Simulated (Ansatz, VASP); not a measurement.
# V: VASP beside Ansatz

```xyz
4
Lattice="2.6230 0.0000 0.0000 -1.3115 2.2716 0.0000 0.0000 0.0000 9.1843" Properties=species:S:1:pos:R:3 pbc="T T T"
V     2.6230    0.0000    0.0000
V     1.3115    2.2716    4.5922
V     0.0000    1.5144    2.2961
V     1.3115    0.7572    6.8883
```

Alike in both runs: task single point; functional r2SCAN; k mesh 15 × 15 × 4; occupations fermi-dirac, width 0.1 eV; no spin polarisation.

|  | VASP | Ansatz |
| --- | --- | --- |
| version | VASP 6.6.1 | Ansatz 0.2.0 |
| potentials or method | VASP PAW PBE potentials, release 64 (V_sv), cutoff 520 eV | plane waves (500 eV) with PAW, scalar-relativistic |
| valence electrons in the cell | 52 | 52 |

Ansatz gave:

- pressure (GPa): 0.0
- traceless stress, the component that is largest in VASP (GPa): -0.01

**Question.** Estimate VASP's values.

**Answer.** Pressure (GPa): 0.6; traceless stress, the component that is largest in VASP (GPa): -0.08.

VASP's potentials were made for PBE, not for r2SCAN.
